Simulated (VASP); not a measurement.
# SnSe (Pnma) in VASP: single point with PBE+D3(BJ)

Aim: the single point of SnSe with PBE+D3(BJ).

Everything below comes from runs of VASP 6.6.1. Logs are shortened: lines on timing, memory, paths and dates and some standing lists are left out, and cuts for length are marked.

**The experiment to reproduce.**

“Linear dichroism of the optical properties of SnS and SnSe van der Waals crystals”, 2024, arxiv:2409.17412 reports, for a bulk crystal of SnSe at 20 K: band gap 0.99 eV (indirect).

The results are compared with them further down.

### 1 The cell of the first run

The structure is orthorhombic, space group Pnma (No. 62). The conventional cell has a = 11.550 Å, b = 4.180 Å, c = 4.364 Å, α = 90.00°, β = 90.00°, γ = 90.00°. Sn (site symmetry m) has 6 Se at 2.76 to 3.47 Å and 2 Sn at 3.54 Å within 3.6 Å. Se (site symmetry m) has 6 Sn at 2.76 to 3.47 Å within 3.6 Å.

### 2 Single point, PBE+D3(BJ)

INCAR

```
SYSTEM = SnSe
PREC = Accurate
ENCUT = 520
EDIFF = 1E-7
ISMEAR = 0
SIGMA = 0.05
LREAL = .False.
LASPH = .True.
NELM = 60
ALGO = Normal
ISIF = 2
LWAVE = .False.
LCHARG = .False.
GGA = PE
IVDW = 12
NBANDS = 50
```

KPOINTS

```
regular mesh
0
Gamma
  2 6 4
  0 0 0
```

POSCAR

```
SnSe
1.0
   11.5497116362      0.0000000000      0.0000000000
    0.0000000000      4.1796155874      0.0000000000
    0.0000000000      0.0000000000      4.3639879005
Sn Se
4 4
Direct
    0.1187011965      0.2500000000      0.0909687000
    0.3812988035      0.7500000000      0.5909687000
    0.6187011965      0.2500000000      0.4090313000
    0.8812988035      0.7500000000      0.9090313000
    0.3560306948      0.2500000000      0.0209207661
    0.1439693052      0.7500000000      0.5209207661
    0.8560306948      0.2500000000      0.4790792339
    0.6439693052      0.7500000000      0.9790792339
```

Potentials or basis: VASP PAW PBE potentials, release 64 (Sn_d, Se).

Launch:

```console
> cat potpaw_PBE.64/Sn_d/POTCAR potpaw_PBE.64/Se/POTCAR > POTCAR
> mpirun -np 1 vasp_std > vasp.out
```

OUTCAR:

```text
SYSTEM = SnSe
   PREC = Accurate
   ENCUT = 520
   EDIFF = 1E-7
   ISMEAR = 0
   LREAL = .False.
   LASPH = .True.
   NELM = 60
   ISIF = 2
   GGA = PE
   IVDW = 12
 IVDW          = 12

 ion  position               nearest neighbor table
   1  0.119  0.250  0.091-   5 2.76   6 2.82   6 2.82   6 3.26   6 3.26   4 3.54   4 3.54
   2  0.381  0.750  0.591-   6 2.76   5 2.82   5 2.82   5 3.26   5 3.26   3 3.54   3 3.54
   3  0.619  0.250  0.409-   7 2.76   8 2.82   8 2.82   8 3.26   8 3.26   2 3.54   2 3.54
   4  0.881  0.750  0.909-   8 2.76   7 2.82   7 2.82   7 3.26   7 3.26   1 3.54   1 3.54
   5  0.356  0.250  0.021-   1 2.76   2 2.82   2 2.82   2 3.26   2 3.26
   6  0.144  0.750  0.521-   2 2.76   1 2.82   1 2.82   1 3.26   1 3.26
   7  0.856  0.250  0.479-   3 2.76   4 2.82   4 2.82   4 3.26   4 3.26
   8  0.644  0.750  0.979-   4 2.76   3 2.82   3 2.82   3 3.26   3 3.26

  LATTYP: Found a simple orthorhombic cell.
 ALAT       =     4.1796155874
 B/A-ratio  =     1.0441122656
 C/A-ratio  =     2.7633430383

  Lattice vectors:

 A1 = (   0.0000000000,   4.1796155874,   0.0000000000)
 A2 = (   0.0000000000,   0.0000000000,   4.3639879005)
 A3 = (  11.5497116362,   0.0000000000,   0.0000000000)

Analysis of symmetry for initial positions (statically):
=====================================================================
 Subroutine PRICEL returns:
 Original cell was already a primitive cell.

 Routine SETGRP: Setting up the symmetry group for a
 simple orthorhombic supercell.

 Subroutine GETGRP returns: Found  8 space group operations
 (whereof  2 operations were pure point group operations)
 out of a pool of  8 trial point group operations.

The static configuration has the point symmetry S_2 .
 The point group associated with its full space group is D_2h.

Analysis of symmetry for dynamics (positions and initial velocities):
=====================================================================
 Subroutine PRICEL returns:
 Original cell was already a primitive cell.

 Routine SETGRP: Setting up the symmetry group for a
 simple orthorhombic supercell.

 Subroutine GETGRP returns: Found  8 space group operations
 (whereof  2 operations were pure point group operations)
 out of a pool of  8 trial point group operations.

The dynamic configuration has the point symmetry S_2 .
 The point group associated with its full space group is D_2h.

 Subroutine INISYM returns: Found  8 space group operations
 (whereof  2 operations are pure point group operations),
[... 113 lines left out ...]
   ISIF   =      2    stress and relaxation
   ISYM   =      2    0-nonsym 1-usesym 2-fastsym
   POTIM  = 0.5000    time-step for ionic-motion
   TEBEG  =    0.0;   TEEND  =   0.0 temperature during run
   PSTRESS=    0.0 pullay stress
   NELECT =      80.0000    total number of electrons
   NUPDOWN=      -1.0000    fix difference up-down
   EMIN   =  10.00;   EMAX   =-10.00  energy-range for DOS
   EFERMI =   0.00;   METHOD = LEGACY
   ISMEAR =     0;   SIGMA  =   0.05  broadening in eV -4-tet -1-fermi 0-gaus
   EFERMI_NEDOS =   21; number of points for ismear=-14 and -15
   IALGO  =     38    algorithm
   IMIX   =      4    mixing-type and parameters
     AMIX     =   0.40;   BMIX     =  1.00
     AMIX_MAG =   1.60;   BMIX_MAG =  1.00
  volume/ion in A,a.u.               =      26.33       177.70
  Fermi-wavevector in a.u.,A,eV,Ry     =   1.185517  2.240302 19.122319  1.405451
  Thomas-Fermi vector in A             =   2.321709
   LORBIT       =      0    0 simple, 1 ext, 2 COOP (PROOUT), +10 PAW based schemes
   GGA     = PE    functional components
   LHFCALC =     F    Hartree Fock is set to
   AEXX    =    0.0000 exact exchange contribution
   IVDW    =    12    specifies the selected vdW correction
   LEPSILON=     F    determine dielectric tensor
   LRPA    =     F    only Hartree local field effects (RPA)
 non-spin polarized calculation
 Gauss-broadening in eV      SIGMA  =   0.05
  energy-cutoff  :      520.00
  volume of cell :      210.66
 maximum number of plane-waves:      5712
 NGX is ok and might be reduce to    90
   NGX = 43   NGY = 15   NGZ = 17

 number of electron      79.9999992 magnetization

 Free energy of the ion-electron system (eV)
  ---------------------------------------------------
  ext. energy  EPLUGINS =         0.00000000
  ---------------------------------------------------
  free energy    TOTEN  =       -32.77384902 eV

  energy without entropy =      -32.77384902  energy(sigma->0) =      -32.77384902

 E-fermi :   5.7865     XC(G=0):  -9.7759

 val. band max:        5.5302381890   @ k =   0.0000   0.3333   0.0000
 cond. band min:       6.1029527885   @ k =   0.0000   0.3333   0.0000
 fundamental gap:      0.5727145995
 Fermi energy:         5.7865012813

 k-point     1 :       0.0000    0.0000    0.0000
  band No.  band energies     occupation
      1     -15.7686      2.00000
      2     -15.7578      2.00000
      3     -15.7544      2.00000
      4     -15.7527      2.00000
      5     -15.7508      2.00000
      6     -15.7473      2.00000
[... 1261 lines left out ...]
     49      12.1675      0.00000
     50      12.1702      0.00000

------------------------ aborting loop because EDIFF is reached ----------------------------------------

 Edisp (eV)   -2.93826

 E8    (eV) :    -1.3256

  FORCE on cell =-STRESS in cart. coord.  units (eV):
  Direction    XX          YY          ZZ          XY          YZ          ZX
  --------------------------------------------------------------------------------------
  -------------------------------------------------------------------------------------
  Total       0.09522     0.03127    -0.06694     0.00000     0.00000     0.00000
  in kB       0.72415     0.23782    -0.50912     0.00000     0.00000     0.00000
  external pressure =        0.15 kB  Pullay stress =        0.00 kB

 VOLUME and BASIS-vectors are now :
 -----------------------------------------------------------------------------
  energy-cutoff  :      520.00
  volume of cell :      210.66
      direct lattice vectors                 reciprocal lattice vectors
    11.549711636  0.000000000  0.000000000     0.086582248  0.000000000  0.000000000
     0.000000000  4.179615587  0.000000000     0.000000000  0.239256453  0.000000000
     0.000000000  0.000000000  4.363987900     0.000000000  0.000000000  0.229148206

 POSITION                                       TOTAL-FORCE (eV/Angst)
 -----------------------------------------------------------------------------------
      1.37096      1.04490      0.39699        -0.005141      0.000000     -0.011853
      4.40389      3.13471      2.57898         0.005141     -0.000000     -0.011853
      7.14582      1.04490      1.78501        -0.005141      0.000000      0.011853
     10.17875      3.13471      3.96700         0.005141     -0.000000      0.011853
      4.11205      1.04490      0.09130         0.025553      0.000000      0.012640
      1.66280      3.13471      2.27329        -0.025553     -0.000000      0.012640
      9.88691      1.04490      2.09070         0.025553     -0.000000     -0.012640
      7.43766      3.13471      4.27269        -0.025553     -0.000000     -0.012640
 -----------------------------------------------------------------------------------
    total drift:                                0.000000     -0.000000      0.000000

  FREE ENERGIE OF THE ION-ELECTRON SYSTEM (eV)
  ---------------------------------------------------
  free  energy   TOTEN  =       -35.7121098747 eV

  energy  without entropy=      -35.7121098747  energy(sigma->0) =      -35.71210987
```

OSZICAR:

```text
N       E                     dE             d eps       ncg     rms          rms(c)
DAV:   1     0.872438564538E+03    0.87244E+03   -0.36576E+04  2606   0.208E+03
DAV:   2     0.117582800566E+03   -0.75486E+03   -0.72969E+03  2408   0.600E+02
DAV:   3    -0.233725036508E+02   -0.14096E+03   -0.13453E+03  2854   0.203E+02
DAV:   4    -0.331793137352E+02   -0.98068E+01   -0.95465E+01  2812   0.537E+01
DAV:   5    -0.335024522815E+02   -0.32314E+00   -0.32216E+00  2808   0.104E+01    0.646E+00
DAV:   6    -0.327807080089E+02    0.72174E+00   -0.12386E+00  3294   0.567E+00    0.402E+00
DAV:   7    -0.327767293264E+02    0.39787E-02   -0.57320E-01  3126   0.267E+00    0.152E+00
DAV:   8    -0.327734873696E+02    0.32420E-02   -0.58478E-02  3080   0.154E+00    0.343E-01
DAV:   9    -0.327736875005E+02   -0.20013E-03   -0.74380E-03  2974   0.566E-01    0.108E-01
DAV:  10    -0.327738028419E+02   -0.11534E-03   -0.87882E-04  2962   0.141E-01    0.593E-02
DAV:  11    -0.327738618083E+02   -0.58966E-04   -0.24520E-04  3060   0.932E-02    0.205E-02
DAV:  12    -0.327738488495E+02    0.12959E-04   -0.33993E-05  2958   0.326E-02    0.823E-03
DAV:  13    -0.327738489573E+02   -0.10780E-06   -0.62832E-06  2872   0.895E-03    0.231E-03
DAV:  14    -0.327738490232E+02   -0.65944E-07   -0.30757E-07  2192   0.348E-03
   1 F= -.35712110E+02 E0= -.35712110E+02  d E =-.459201E-14
```

Run time: 6.3 min. Hardware: 1 thread of Intel Xeon 8259CL, shared host; peak memory 0.4 GiB.

Results:

```
Free energy                : -35.7121 eV
Pressure                   : 0.0 GPa
Largest force              : 0.029 eV/Å
Band gap on the k mesh     : 0.57 eV
Dispersion energy per atom : -0.367 eV
```

Forces on the atoms (eV/Å):
```
Sn  -0.005  0.000 -0.012
Sn   0.005  0.000 -0.012
Sn  -0.005  0.000  0.012
Sn   0.005  0.000  0.012
Se   0.026  0.000  0.013
Se  -0.026  0.000  0.013
Se   0.026  0.000 -0.013
Se  -0.026  0.000 -0.013
```

Levels at points of the mesh, in eV from the valence-band top:
```tsv
k point	band 38	band 39	band 40	band 41	band 42	band 43
(0.00, 0.00, 0.00)	-1.29	-0.58	-0.47	0.59	3.10	3.22
(0.50, 0.00, 0.00)	-1.85	-0.48	-0.48	2.61	2.61	2.87
(0.00, 0.50, 0.00)	-0.92	-0.54	-0.54	1.05	1.05	1.50
(0.50, 0.50, 0.00)	-0.80	-0.80	-0.80	1.51	1.51	1.51
(0.00, 0.00, 0.50)	-0.71	-0.19	-0.19	1.31	1.31	1.54
(0.50, 0.00, 0.50)	-0.40	-0.15	-0.15	1.25	1.25	1.60
(0.00, 0.50, 0.50)	-2.25	-1.47	-1.47	2.70	2.70	3.09
(0.50, 0.50, 0.50)	-1.54	-1.54	-1.54	2.49	2.49	2.49
```

Caveat: semilocal functionals underestimate gaps, and a narrow one can read as zero; spin-orbit coupling is left out, which moves the levels of the heavy elements.

### 3 How close it comes

Step 2. Against the measured gap of SnSe, 0.99 eV (indirect; 20 K; “Linear dichroism of the optical properties of SnS and SnSe van der Waals crystals”, 2024, arxiv:2409.17412), the calculated 0.57 eV is off by -0.42 eV. 3 values of this kind are on record (0.89 to 1.07 eV); this one was drawn at random among those near their median. Spin-orbit coupling on Se, Sn is left out. The value is that of PBE+D3(BJ) on a finite k mesh, which can miss the band edges, without temperature or zero-point motion. Semilocal functionals fall short of measured gaps as a rule.
